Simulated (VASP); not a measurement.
The system is Se.

```
Se
1.0
     1.92500    1.11140    0.88167
    -1.92500    1.11140    0.88167
     0.00000   -2.22280    0.88167
Se
1
Direct
  0.00000 0.00000 0.00000
```

- Program: VASP 6.6.1
- Task: relaxation of cell and atoms
- Functional: PBE
- Potentials or basis: VASP PAW PBE potentials, release 64 (Se)
- Cutoff: 600 eV
- k mesh: 22 × 22 × 22
- Occupations: gaussian, width 0.05 eV
- Spin: no spin polarisation

At the start: pressure 161.3 GPa; volume 11.32 Å³/atom.

Question: Where does the relaxation end?

Answer: Over 23 steps the energy falls by 3046.8 meV/atom and the volume is 22.59 Å³/atom (+99.6 %); space group R-3m (No. 166, to 0.05 Å).

The path:
```
step  energy change (eV)  largest force (eV/Å)  pressure (GPa)  volume (Å³)
   1              0.0000                0.0000          161.34        11.32
   2             -1.4450                0.0000           -8.53        42.13
   3             -2.6737                0.0000           -3.38        21.55
   4             -2.6821                0.0000           -2.02        21.06
   5             -2.6864                0.0000            0.19        20.39
   6             -2.6861                0.0000           -0.58        20.60
   7             -2.7391                0.0000           -0.29        20.69
   8             -2.9134                0.0000            1.48        20.73
   9             -2.9618                0.0000           11.23        19.97
  10             -2.9792                0.0000            9.93        20.23
  11             -3.0180                0.0000            6.22        21.01
  12             -3.0311                0.0000           -0.14        22.48
  13             -3.0366                0.0000            2.12        21.93
  14             -3.0367                0.0000            1.85        21.99
  15             -3.0381                0.0000            1.87        22.00
  16             -3.0413                0.0000            1.91        22.02
  17             -3.0436                0.0000            1.91        22.03
  18             -3.0462                0.0000            0.79        22.35
  19             -3.0468                0.0000           -0.03        22.60
  20             -3.0468                0.0000            0.01        22.59
  21             -3.0468                0.0000            0.01        22.59
  22             -3.0468                0.0000            0.01        22.59
  23             -3.0468                0.0000            0.00        22.59
```

Final structure:
```
CELL_PARAMETERS angstrom
2.02103 1.16684 1.59667
-2.02103 1.16684 1.59667
0.00000 -2.33369 1.59667
ATOMIC_POSITIONS crystal
Se 0.00000 0.00000 0.00000
```

Caveat: the volume moved by over 15 % at a fixed basis, so the end points are rough; the volume moved by +100 % from the deposited cell, more than functionals usually miss.
